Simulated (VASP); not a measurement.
# BeTe (Fm-3m) in VASP: a series of runs

Runs on BeTe. Level: PBE. Tasks: single point, relaxation of cell and atoms.

Program: VASP 6.6.1. These are calculated values, not measurements. Logs are shortened: lines on timing, memory, paths and dates and some standing lists are left out, and cuts for length are marked.

### Step 1. The cell of the first run

The structure is cubic, space group Fm-3m (No. 225). Conventional cell: a = 5.453 Å, b = 5.453 Å, c = 5.453 Å, α = 90.00°, β = 90.00°, γ = 90.00°. Be (site symmetry m-3m) has 6 Te at 2.73 Å within 3.6 Å. Within 3.6 Å of Te (site symmetry m-3m) lie 6 Be at 2.73 Å.

### Step 2. Single point, PBE

INCAR

```
PREC = Accurate ; ENCUT = 520
EDIFF = 1E-6 ; ISMEAR = 0
SIGMA = 0.1 ; LREAL = False
LASPH = True ; NELM = 80
ALGO = Normal ; ISIF = 2
LWAVE = False ; LCHARG = False
GGA = PE ; NBANDS = 11
```

KPOINTS

```
regular mesh
0
Gamma
  6 6 6
```

POSCAR

```
BeTe
1.0
    0.0000000000      2.7262733900      2.7262733900
    2.7262733900      0.0000000000      2.7262733900
    2.7262733900      2.7262733900      0.0000000000
Be Te
1 1
Direct
    0.0000000000      0.0000000000      0.0000000000
    0.5000000000      0.5000000000      0.5000000000
```

Potentials or basis: VASP PAW PBE potentials, release 64 (Be, Te).

Started as:

```
cat potpaw_PBE.64/Be/POTCAR potpaw_PBE.64/Te/POTCAR > POTCAR
mpirun -np 1 vasp_std > vasp.out
```

OUTCAR:

```text
PREC = Accurate
   ENCUT = 520
   EDIFF = 1E-6
   ISMEAR = 0
   LREAL = False
   LASPH = True
   NELM = 80
   ISIF = 2
   GGA = PE

 ion  position               nearest neighbor table
   1  0.000  0.000  0.000-   2 2.73   2 2.73   2 2.73   2 2.73   2 2.73   2 2.73
   2  0.500  0.500  0.500-   1 2.73   1 2.73   1 2.73   1 2.73   1 2.73   1 2.73

  LATTYP: Found a face centered cubic cell.
 ALAT       =     5.4525467800

  Lattice vectors:

 A1 = (   0.0000000000,   2.7262733900,   2.7262733900)
 A2 = (   2.7262733900,   0.0000000000,   2.7262733900)
 A3 = (   2.7262733900,   2.7262733900,   0.0000000000)

Analysis of symmetry for initial positions (statically):
=====================================================================
 Subroutine PRICEL returns:
 Original cell was already a primitive cell.

 Routine SETGRP: Setting up the symmetry group for a
 face centered cubic supercell.

 Subroutine GETGRP returns: Found 48 space group operations
 (whereof 48 operations were pure point group operations)
 out of a pool of 48 trial point group operations.

The static configuration has the point symmetry O_h .

Analysis of symmetry for dynamics (positions and initial velocities):
=====================================================================
 Subroutine PRICEL returns:
 Original cell was already a primitive cell.

 Routine SETGRP: Setting up the symmetry group for a
 face centered cubic supercell.

 Subroutine GETGRP returns: Found 48 space group operations
 (whereof 48 operations were pure point group operations)
 out of a pool of 48 trial point group operations.

The dynamic configuration has the point symmetry O_h .

 Subroutine INISYM returns: Found 48 space group operations
 (whereof 48 operations are pure point group operations),
 and found     1 'primitive' translations

----------------------------------------------------------------------------------------

                                     Primitive cell

  volume of cell :      40.5264

  direct lattice vectors                    reciprocal lattice vectors
     0.000000000  2.726273390  2.726273390    -0.183400536  0.183400536  0.183400536
     2.726273390  0.000000000  2.726273390     0.183400536 -0.183400536  0.183400536
     2.726273390  2.726273390  0.000000000     0.183400536  0.183400536 -0.183400536

  length of vectors
     3.855532803  3.855532803  3.855532803     0.317659046  0.317659046  0.317659046

  position of ions in fractional coordinates (direct lattice)
     0.000000000  0.000000000  0.000000000
     0.500000000  0.500000000  0.500000000

  ion indices of the primitive-cell ions
   primitive index   ion index
                 1           1
                 2           2

----------------------------------------------------------------------------------------

 KPOINTS: regular mesh

Automatic generation of k-mesh.
 Grid dimensions read from file:
 generate k-points for:    6    6    6

 Generating k-lattice:

  Cartesian coordinates                     Fractional coordinates (reciprocal lattice)
    -0.030566756  0.030566756  0.030566756     0.166666667  0.000000000  0.000000000
     0.030566756 -0.030566756  0.030566756     0.000000000  0.166666667  0.000000000
     0.030566756  0.030566756 -0.030566756     0.000000000  0.000000000  0.166666667

  Length of vectors
     0.052943174  0.052943174  0.052943174

  Shift w.r.t. Gamma in fractional coordinates (k-lattice)
     0.000000000  0.000000000  0.000000000

 Subroutine IBZKPT returns following result:
 ===========================================

 Found     16 irreducible k-points:

 Following reciprocal coordinates:
            Coordinates               Weight
  0.000000  0.000000  0.000000      1.000000
  0.166667  0.000000  0.000000      8.000000
  0.333333  0.000000  0.000000      8.000000
  0.500000  0.000000  0.000000      4.000000
  0.166667  0.166667  0.000000      6.000000
  0.333333  0.166667  0.000000     24.000000
[... 8 lines left out ...]
 -0.333333  0.333333  0.166667     24.000000
 -0.333333  0.500000  0.166667     12.000000
   k-points           NKPTS =     16   k-points in BZ     NKDIM =     16   number of bands    NBANDS=     11
   number of dos      NEDOS =    301   number of ions     NIONS =      2
   total plane-waves  NPLWV =  27000
   dimension x,y,z NGX =    30 NGY =   30 NGZ =   30
   dimension x,y,z NGXF=    60 NGYF=   60 NGZF=   60
   ions per type =               1   1
   NGX,Y,Z   is equivalent  to a cutoff of  12.94, 12.94, 12.94 a.u.
   NGXF,Y,Z  is equivalent  to a cutoff of  25.87, 25.87, 25.87 a.u.
 SYSTEM =  unknown system
   PREC   = accura    normal or accurate (medium, high low for compatibility)
   ISTART =      0    job   : 0-new  1-cont  2-samecut
   ICHARG =      2    charge: 1-file 2-atom 10-const
   ISPIN  =      1    spin polarized calculation?
   LNONCOLLINEAR =      F non collinear calculations
   LSORBIT =      F    spin-orbit coupling
   LASPH  =      T    aspherical Exc in radial PAW
   ENCUT  =  520.0 eV  38.22 Ry    6.18 a.u.   7.17  7.17  7.17*2*pi/ulx,y,z
   NELM   =     80;   NELMIN=  2; NELMDL= -5     # of ELM steps
   EDIFF  = 0.1E-05   stopping-criterion for ELM
   LREAL  =      F    real-space projection
   EDIFFG = 0.1E-04   stopping-criterion for IOM
   NSW    =      0    number of steps for IOM
   IBRION =     -1    ionic relax: 0-MD 1-quasi-New 2-CG
   NFREE  =      0    steps in history (QN), initial steepest desc. (CG)
   ISIF   =      2    stress and relaxation
   ISYM   =      2    0-nonsym 1-usesym 2-fastsym
   POTIM  = 0.5000    time-step for ionic-motion
   TEBEG  =    0.0;   TEEND  =   0.0 temperature during run
   PSTRESS=    0.0 pullay stress
   NELECT =       8.0000    total number of electrons
   NUPDOWN=      -1.0000    fix difference up-down
   EMIN   =  10.00;   EMAX   =-10.00  energy-range for DOS
   EFERMI =   0.00;   METHOD = LEGACY
   ISMEAR =     0;   SIGMA  =   0.10  broadening in eV -4-tet -1-fermi 0-gaus
   EFERMI_NEDOS =   21; number of points for ismear=-14 and -15
   IALGO  =     38    algorithm
   IMIX   =      4    mixing-type and parameters
     AMIX     =   0.40;   BMIX     =  1.00
     AMIX_MAG =   1.60;   BMIX_MAG =  1.00
  volume/ion in A,a.u.               =      20.26       136.74
  Fermi-wavevector in a.u.,A,eV,Ry     =   0.953218  1.801320 12.362579  0.908624
  Thomas-Fermi vector in A             =   2.081852
   LORBIT       =      0    0 simple, 1 ext, 2 COOP (PROOUT), +10 PAW based schemes
   GGA     = PE    functional components
   LHFCALC =     F    Hartree Fock is set to
   AEXX    =    0.0000 exact exchange contribution
   IVDW    =     0    specifies the selected vdW correction
   LEPSILON=     F    determine dielectric tensor
   LRPA    =     F    only Hartree local field effects (RPA)
 non-spin polarized calculation
 Gauss-broadening in eV      SIGMA  =   0.10
  energy-cutoff  :      520.00
  volume of cell :       40.53
 maximum number of plane-waves:      1113
 NGX is ok and might be reduce to    30
   NGX = 15   NGY = 15   NGZ = 15

 number of electron       8.0000000 magnetization

 Free energy of the ion-electron system (eV)
  ---------------------------------------------------
  ext. energy  EPLUGINS =         0.00000000
  ---------------------------------------------------
  free energy    TOTEN  =        -6.56500130 eV

  energy without entropy =       -6.56151344  energy(sigma->0) =       -6.56325737

 E-fermi :   6.7179     XC(G=0):  -9.7505

 val. band max:        6.5371099514   @ k =   0.3333   0.3333   0.0000
 cond. band min:       6.8015986728   @ k =   0.5000   0.3333   0.0000
 fundamental gap:      0.2644887214
 Fermi energy:         6.7178845096

 k-point     1 :       0.0000    0.0000    0.0000
  band No.  band energies     occupation
      1      -6.3441      2.00000
      2       6.3734      2.00000
      3       6.3734      2.00000
      4       6.3734      2.00000
      5       9.2323      0.00000
      6      12.7526      0.00000
      7      12.7526      0.00000
      8      12.7526      0.00000
      9      13.4974      0.00000
     10      13.4974      0.00000
     11      13.4974      0.00000

 k-point     2 :       0.1667    0.0000    0.0000
  band No.  band energies     occupation
      1      -6.0258      2.00000
      2       4.2409      2.00000
      3       6.3240      2.00000
      4       6.3240      2.00000
      5      10.0704      0.00000
      6      11.3506      0.00000
      7      11.3506      0.00000
      8      12.5237      0.00000
      9      13.5774      0.00000
     10      14.2824      0.00000
     11      14.2824      0.00000

 k-point     3 :       0.3333    0.0000    0.0000
  band No.  band energies     occupation
      1      -5.1960      2.00000
      2       1.4986      2.00000
      3       6.3169      2.00000
      4       6.3169      2.00000
      5       9.6799      0.00000
      6       9.6799      0.00000
      7       9.7318      0.00000
      8      12.1803      0.00000
      9      15.7489      0.00000
     10      16.4047      0.00000
     11      16.4047      0.00000

 k-point     4 :       0.5000    0.0000    0.0000
  band No.  band energies     occupation
      1      -4.5807      2.00000
      2       0.1910      2.00000
      3       6.3752      2.00000
      4       6.3752      2.00000
      5       8.9960      0.00000
      6       8.9960      0.00000
      7       9.4810      0.00000
      8      12.0054      0.00000
      9      18.2905      0.00000
     10      19.1583      0.00000
     11      19.2208      0.00000
[... 127 lines left out ...]
 k-point    14 :       0.5000    0.3333    0.1667
  band No.  band energies     occupation
      1      -4.5288      2.00000
      2       1.7537      2.00000
      3       3.2530      2.00000
      4       4.5844      2.00000
      5       8.4213      0.00000
      6      10.8641      0.00000
      7      12.4208      0.00000
      8      14.2186      0.00000
      9      14.7674      0.00000
     10      18.1485      0.00000
     11      18.3027      0.00000

 k-point    15 :      -0.3333    0.3333    0.1667
  band No.  band energies     occupation
      1      -4.0431      2.00000
      2       1.1403      2.00000
      3       2.7927      2.00000
      4       3.9094      2.00000
      5       9.4701      0.00000
      6       9.7433      0.00000
      7      14.2905      0.00000
      8      14.6737      0.00000
      9      15.0678      0.00000
     10      15.3062      0.00000
     11      20.1131      0.00000

 k-point    16 :      -0.3333    0.5000    0.1667
  band No.  band energies     occupation
      1      -3.8252      2.00000
      2       1.4441      2.00000
      3       2.7682      2.00000
      4       2.8535      2.00000
      5       8.0121      0.00000
      6      11.9505      0.00000
      7      11.9946      0.00000
      8      15.5719      0.00000
      9      16.3461      0.00000
     10      16.6595      0.00000
     11      21.6963      0.00000

------------------------ aborting loop because EDIFF is reached ----------------------------------------

  FORCE on cell =-STRESS in cart. coord.  units (eV):
  Direction    XX          YY          ZZ          XY          YZ          ZX
  --------------------------------------------------------------------------------------
  -------------------------------------------------------------------------------------
  Total       -0.7811187     -0.7811187     -0.7811187      0.0000000      0.0000000     -0.0000000
  in kB      -30.8808610    -30.8808610    -30.8808610      0.0000000      0.0000000     -0.0000000
  external PRESSURE =     -30.8808610 kB  Pullay stress =       0.0000000 kB

 VOLUME and BASIS-vectors are now :
 -----------------------------------------------------------------------------
  energy-cutoff  :      520.00
  volume of cell :       40.53
      direct lattice vectors                 reciprocal lattice vectors
     0.000000000  2.726273390  2.726273390    -0.183400536  0.183400536  0.183400536
     2.726273390  0.000000000  2.726273390     0.183400536 -0.183400536  0.183400536
     2.726273390  2.726273390  0.000000000     0.183400536  0.183400536 -0.183400536

 POSITION                                       TOTAL-FORCE (eV/Angst)
 -----------------------------------------------------------------------------------
      0.00000      0.00000      0.00000        -0.000000      0.000000     -0.000000
      2.72627      2.72627      2.72627         0.000000     -0.000000      0.000000
 -----------------------------------------------------------------------------------
    total drift:                               -0.000000     -0.000000      0.000000

  FREE ENERGIE OF THE ION-ELECTRON SYSTEM (eV)
  ---------------------------------------------------
  free  energy   TOTEN  =        -6.5650013025 eV

  energy  without entropy=       -6.5615134414  energy(sigma->0) =       -6.56325737
```

It took 8.1 s on 1 thread of Intel Xeon Platinum 8259CL at 2.50GHz (Skylake/Cascade Lake), shared host; peak memory 0.16 GiB.

What came out:

```yaml
Free_energy: -6.5650 eV
Pressure: -3.1 GPa
Band_gap_on_the_k_mesh: zero (band 4 reaches 6.87 eV, above the bottom of band 5 at 5.69 eV)
```

Levels at points of the mesh, in eV from the Fermi level:
| k point | band 2 | band 3 | band 4 | band 5 | band 6 | band 7 |
| --- | --- | --- | --- | --- | --- | --- |
| (0.00, 0.00, 0.00) | -0.34 | -0.34 | -0.34 | 2.51 | 6.03 | 6.03 |
| (0.50, 0.00, 0.00) | -6.53 | -0.34 | -0.34 | 2.28 | 2.28 | 2.76 |
| (0.50, 0.50, 0.00) | -5.77 | -2.91 | -2.91 | -1.03 | 3.16 | 8.41 |

Caveat: spin-orbit coupling is left out, which moves the levels of the heavy elements.

[end of part 1 of 2]
